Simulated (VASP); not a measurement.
**Ag: single point with LDA**

Crystal: Ag.

```
Ag
1.0
     2.88273    0.00000    0.00000
    -1.44137    2.49652    0.00000
     0.00000    0.00000    4.94836
Ag
2
Direct
  0.33333 0.66667 0.25000
  0.66667 0.33333 0.75000
```

This cell differs from its parent crystal: ratio of the length along z to the lengths across it x 1.05, volume and fractional coordinates fixed.

```json
{
  "Program": "VASP 6.6.1",
  "Task": "single point",
  "Functional": "LDA",
  "Potentials or basis": "VASP PAW LDA potentials, release 64 (Ag)",
  "Cutoff": "520 eV",
  "k mesh": "24 × 24 × 12",
  "Occupations": "methfessel-paxton, width 0.1 eV",
  "Spin": "no spin polarisation",
  "Dipole correction": "no",
  "Further INCAR settings": "ALGO = Fast; EDIFF = 1e-06; NBANDS = 18"
}
```

```
Pressure               : -10.3 GPa
Band gap on the k mesh : zero (band 11 reaches 11.74 eV, above the bottom of band 12 at 4.24 eV)
```

Stress tensor (GPa, compression positive):
```
 -9.26   0.00   0.00
  0.00  -9.26   0.00
  0.00   0.00 -12.42
```

Levels at points of the mesh, in eV from the Fermi level:
```tsv
k point	band 9	band 10	band 11	band 12	band 13	band 14
(0.00, 0.00, 0.00)	-3.85	-3.06	-3.06	-0.67	2.65	15.90
(0.50, 0.00, 0.00)	-2.82	-2.72	0.22	1.60	6.31	6.69
(0.00, 0.00, 0.50)	-3.34	-3.34	-3.34	-3.34	9.72	9.72
(0.50, 0.00, 0.50)	-2.76	-2.76	0.80	0.80	4.41	4.41
```

It took 2.2 min on 1 thread of Intel Xeon 6975P-C, on a shared host, peak memory 0.32 GiB.
